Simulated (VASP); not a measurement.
Wanted: the native input for a VASP 6.6.1 run.

```yaml
Task: single point
Functional: PBE
Potentials_or_basis: VASP PAW PBE potentials, release 64 (Cu, O)
Cutoff: 520 eV
k_mesh: 5 × 5 × 4
Occupations: fermi-dirac, width 0.03 eV
Spin: no spin polarisation
Dipole_correction: no
Further_INCAR_settings: ALGO = Normal; EDIFF = 1e-06; NBANDS = 25
```

The structure of CuO lies in POSCAR:

```
CuO
1.0
    3.1754955000      0.0000000000      0.0000000000
    0.0000000000      3.1754955000      0.0000000000
    0.0000000000      0.0000000000      4.6495318700
Cu O
2 2
Direct
    0.0000000000      0.0000000000      0.0000000000
    0.5000000000      0.5000000000      0.0000000000
    0.5000000000      0.0000000000      0.2670000000
    0.0000000000      0.5000000000      0.7330000000
```

One way to write it, as run:

INCAR

```
PREC = Accurate ; ENCUT = 520
EDIFF = 1E-6 ; ISMEAR = -1
SIGMA = 0.03 ; LREAL = False
LASPH = True ; NELM = 100
ALGO = Normal ; ISIF = 2
LWAVE = False ; LCHARG = False
GGA = PE ; NBANDS = 25
```

KPOINTS

```
Automatic mesh
0
Gamma
  5 5 4
```

Potentials or basis: VASP PAW PBE potentials, release 64 (Cu, O).

Launch:

```console
$ cat potpaw_PBE.64/Cu/POTCAR potpaw_PBE.64/O/POTCAR > POTCAR
$ mpirun -np 1 vasp_std > vasp.out
```

It gave:

```yaml
Pressure: 17.3 GPa
Largest_force: 0.817 eV/Å
Band_gap_on_the_k_mesh: zero (band 17 reaches 3.54 eV, above the bottom of band 18 at 2.73 eV)
```

Caveat: the k points lie up to 0.40 Å⁻¹ apart; semilocal functionals often make such compounds metallic where correlation or magnetic order opens a gap, which also shifts bond lengths.

Wall time 46 s on 1 thread of AMD EPYC 7R13 (shared host), peak memory 0.13 GiB.
